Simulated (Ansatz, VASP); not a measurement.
Two plane-wave programs on CuAu3

```
CELL_PARAMETERS angstrom
3.96405 0.00000 0.00000
0.00000 3.96405 0.00000
0.00000 0.00000 3.96405
ATOMIC_POSITIONS crystal
Cu 0.00000 0.00000 0.00000
Au 0.00000 0.50000 0.50000
Au 0.50000 0.00000 0.50000
Au 0.50000 0.50000 0.00000
```

Alike in both runs: task single point; functional LDA; k mesh 10 × 10 × 10; occupations fermi-dirac, width 0.15 eV; no spin polarisation.

|  | VASP | Ansatz |
| --- | --- | --- |
| version | VASP 6.6.1 | Ansatz 0.2.0 |
| potentials or method | VASP PAW LDA potentials, release 64 (Cu, Au), cutoff 520 eV | scalar-relativistic, plane waves, PAW |
| valence electrons in the cell | 44 | 76 |

|  | VASP | Ansatz | Ansatz less VASP |
| --- | --- | --- | --- |
| gap on the k mesh at the Fermi level (eV) | none | none | - |
| pressure (GPa) | -3.1 | -3.6 | -0.53 |

LDA's correlation is that of Perdew and Zunger in VASP and of Perdew and Wang (1992) in Ansatz. A gap of «none» marks a metal or a gap that the smearing closes. VASP's potentials hold 44 valence electrons a cell and Ansatz's 76, so a difference there can come from the potentials and not from the codes.

Neither program's run includes spin-orbit coupling.
